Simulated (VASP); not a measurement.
# AlB2Sb3 (P6/mmm) in VASP: notebook, part 2 of 2

VASP 6.6.1. Earlier steps stand in the parts before.

## (4) Relaxation of cell and atoms, PBE

This run uses another cell than the first one, of 20.42 Å³/atom, 1.009 times its volume.

INCAR reads:

```
SYSTEM = AlB2Sb3
PREC = Accurate
ENCUT = 600
EDIFF = 1E-6
ISMEAR = 0
SIGMA = 0.1
LREAL = .FALSE.
LASPH = .TRUE.
NELM = 100
ALGO = Normal
ISIF = 3
LWAVE = .FALSE.
LCHARG = .FALSE.
GGA = PE
IBRION = 2
NSW = 90
EDIFFG = -0.04
```

KPOINTS reads:

```
Automatic mesh
0
G
  3 3 6
  0 0 0
```

POSCAR reads:

```
AlB2Sb3
1.0
    6.5246941745      0.0000000000      0.0000000000
   -3.2623470872      5.6505509070      0.0000000000
    0.0000000000      0.0000000000      3.3224592610
Al B Sb
1 2 3
Direct
    0.0000000000      0.0000000000      0.0000000000
    0.3333333333      0.6666666667      0.5000000000
    0.6666666667      0.3333333333      0.5000000000
    0.5000000000      0.0000000000      0.0000000000
    0.0000000000      0.5000000000      0.0000000000
    0.5000000000      0.5000000000      0.0000000000
```

Potentials or basis: VASP PAW PBE potentials, release 64 (Al, B, Sb).

Started as:

```sh
cat potpaw_PBE.64/Al/POTCAR potpaw_PBE.64/B/POTCAR potpaw_PBE.64/Sb/POTCAR > POTCAR
mpirun -np 1 vasp_std > vasp.out
```

OUTCAR:

```text
SYSTEM = AlB2Sb3
   PREC = Accurate
   ENCUT = 600
   EDIFF = 1E-6
   ISMEAR = 0
   LREAL = .FALSE.
   LASPH = .TRUE.
   NELM = 100
   ISIF = 3
   GGA = PE
   IBRION = 2
   NSW = 90
   EDIFFG = -0.04

 ion  position               nearest neighbor table
   1  0.000  0.000  0.000-   5 3.26   5 3.26   6 3.26   6 3.26   4 3.26   4 3.26
   2  0.333  0.667  0.500-   4 2.51   4 2.51   5 2.51   5 2.51   6 2.51   6 2.51
   3  0.667  0.333  0.500-   4 2.51   4 2.51   5 2.51   5 2.51   6 2.51   6 2.51
   4  0.500  0.000  0.000-   2 2.51   3 2.51   2 2.51   3 2.51   6 3.26   6 3.26   5 3.26   5 3.26
                             1 3.26   1 3.26
   5  0.000  0.500  0.000-   2 2.51   3 2.51   2 2.51   3 2.51   1 3.26   1 3.26   4 3.26   4 3.26
                             6 3.26   6 3.26
   6  0.500  0.500  0.000-   2 2.51   3 2.51   2 2.51   3 2.51   4 3.26   4 3.26   1 3.26   1 3.26
                             5 3.26   5 3.26

  LATTYP: Found a hexagonal cell.
 ALAT       =     6.5246941745
 C/A-ratio  =     0.5092130255

  Lattice vectors:

 A1 = (   6.5246941745,   0.0000000000,   0.0000000000)
 A2 = (  -3.2623470872,   5.6505509070,   0.0000000000)
 A3 = (   0.0000000000,   0.0000000000,   3.3224592610)

Analysis of symmetry for initial positions (statically):
=====================================================================
 Subroutine PRICEL returns:
 Original cell was already a primitive cell.

 Routine SETGRP: Setting up the symmetry group for a
 hexagonal supercell.

 Subroutine GETGRP returns: Found 24 space group operations
 (whereof 24 operations were pure point group operations)
 out of a pool of 24 trial point group operations.

The static configuration has the point symmetry D_6h.

Analysis of symmetry for dynamics (positions and initial velocities):
=====================================================================
 Subroutine PRICEL returns:
 Original cell was already a primitive cell.

 Routine SETGRP: Setting up the symmetry group for a
 hexagonal supercell.

 Subroutine GETGRP returns: Found 24 space group operations
[... 123 lines left out ...]
   GGA     = PE    functional components
   LHFCALC =     F    Hartree Fock is set to
   AEXX    =    0.0000 exact exchange contribution
   IVDW    =     0    specifies the selected vdW correction
   LEPSILON=     F    determine dielectric tensor
   LRPA    =     F    only Hartree local field effects (RPA)
 conjugate gradient relaxation of ions
 non-spin polarized calculation
 Gauss-broadening in eV      SIGMA  =   0.10
  energy-cutoff  :      600.00
  volume of cell :      122.49
 maximum number of plane-waves:      4111
 NGX is ok and might be reduce to    54
   NGX = 27   NGY = 27   NGZ = 13

--------------------------------------- Ionic step        1  -------------------------------------------

 number of electron      24.0000001 magnetization

 Free energy of the ion-electron system (eV)
  ---------------------------------------------------
  ext. energy  EPLUGINS =         0.00000000
  ---------------------------------------------------
  free energy    TOTEN  =       -23.79427282 eV

  energy without entropy =      -23.75453656  energy(sigma->0) =      -23.77440469

------------------------ aborting loop because EDIFF is reached ----------------------------------------

  FORCE on cell =-STRESS in cart. coord.  units (eV):
  Direction    XX          YY          ZZ          XY          YZ          ZX
  --------------------------------------------------------------------------------------
  -------------------------------------------------------------------------------------
  Total        1.3555402      1.3555402     -2.8321062      0.0000000      0.0000000      0.0000000
  in kB       17.7301479     17.7301479    -37.0432851      0.0000000      0.0000000      0.0000000
  external PRESSURE =      -0.5276631 kB  Pullay stress =       0.0000000 kB
[... 107 lines left out ...]
--------------------------------------- Ionic step        4  -------------------------------------------

 number of electron      23.9999999 magnetization

 E-fermi :   7.2650     XC(G=0):  -9.9990

 val. band max:        7.1644770098   @ k =   0.3333   0.0000   0.5000
 cond. band min:       7.2820934730   @ k =   0.3333   0.0000   0.5000
 fundamental gap:      0.1176164632
 Fermi energy:         7.2649547715

 k-point     1 :       0.0000    0.0000    0.0000
  band No.  band energies     occupation
      1      -6.2828      2.00000
      2      -2.9071      2.00000
      3      -2.9071      2.00000
      4      -2.2649      2.00000
      5       1.7874      2.00000
      6       1.7874      2.00000
[... 256 lines left out ...]
--------------------------------------- Ionic step        5  -------------------------------------------

 number of electron      23.9999998 magnetization

 Free energy of the ion-electron system (eV)
  ---------------------------------------------------
  ext. energy  EPLUGINS =         0.00000000
  ---------------------------------------------------
  free energy    TOTEN  =       -23.87592524 eV

  energy without entropy =      -23.85999809  energy(sigma->0) =      -23.86796166

 E-fermi :   7.3575     XC(G=0): -10.0306

 val. band max:        7.2381904696   @ k =   0.3333   0.0000   0.5000
 cond. band min:       7.3767286382   @ k =   0.3333   0.0000   0.5000
 fundamental gap:      0.1385381686
 Fermi energy:         7.3575065856

 k-point     1 :       0.0000    0.0000    0.0000
  band No.  band energies     occupation
      1      -6.2570      2.00000
      2      -2.8527      2.00000
      3      -2.8527      2.00000
      4      -2.2298      2.00000
      5       1.8286      2.00000
      6       1.8286      2.00000
[... 250 lines left out ...]
  FREE ENERGIE OF THE ION-ELECTRON SYSTEM (eV)
  ---------------------------------------------------
  free  energy   TOTEN  =       -23.8759252397 eV

  energy  without entropy=      -23.8599980868  energy(sigma->0) =      -23.86796166

 reached required accuracy - stopping structural energy minimisation
```

Wall time 1.8 min (1 thread of Intel Xeon Platinum 8259CL at 2.50GHz (Skylake/Cascade Lake), shared host); peak memory 0.29 GiB.

Results:

- Free energy: -23.8759 eV
- Relaxed volume: 20.22 Å³/atom
- Relaxed cell: a = 6.596 Å, b = 6.596 Å, c = 3.220 Å, α = 90.00°, β = 90.00°, γ = 120.00°
- Space group after relaxing (to 0.05 Å): P6/mmm (No. 191)
- Energy gained by relaxing: 13.6 meV/atom
- Ionic steps: 5
- Pressure after relaxing: 0.1 GPa
- Band gap on the k mesh: zero (band 12 reaches 8.76 eV, above the bottom of band 13 at 6.67 eV)

Step by step:
```csv
step,energy change (eV),largest force (eV/Å),pressure (GPa),volume (Å³)
1,0.0000,0.0000,-0.05,122.49
2,-0.0771,0.0000,-0.46,122.33
3,-0.0807,0.0000,-0.41,122.28
4,-0.0808,0.0000,-0.40,122.28
5,-0.0817,0.0000,0.09,121.34
```

Final structure:
```
Al B Sb
1.0
     6.59632    0.00000    0.00000
    -3.29816    5.71258    0.00000
     0.00000    0.00000    3.22014
Al B Sb
1 2 3
Cartesian
  -3.2982 5.7126 3.2201
  0.0000 3.8084 1.6101
  3.2982 1.9042 1.6101
  3.2982 0.0000 0.0000
  -1.6491 2.8563 0.0000
  1.6491 2.8563 0.0000
```

Caveat: the k points lie up to 0.37 Å⁻¹ apart in the final cell; spin-orbit coupling is left out, which moves the levels of the heavy elements.

## (5) Overview

```csv
task,cell,k mesh,cutoff (eV),gap on the mesh (eV),pressure (GPa)
single point,"a = 6.594, b = 6.594, c = 3.225 Å, angles 90.0, 90.0, 120.0°, 6 atoms",3 × 3 × 6,520,none,0.0
single point,"a = 5.458, b = 5.458, c = 4.634 Å, angles 90.0, 90.0, 120.0°, 6 atoms",6 × 6 × 4,520,none,22.2
relaxation of cell and atoms,"relaxed from a = 6.525, b = 6.525, c = 3.322 Å, angles 90.0, 90.0, 120.0°, 6 atoms",3 × 3 × 6,600,none,0.1
```

Alike in all rows: level PBE; potentials or basis VASP PAW PBE potentials, release 64 (Al, B, Sb); no spin polarisation; smearing gaussian 0.1 eV.

Caveats: some runs use coarse meshes; spin-orbit coupling is left out, which moves the levels of the heavy elements.

Total energies depend on the potentials used, so only differences within one code and one set of settings carry meaning.
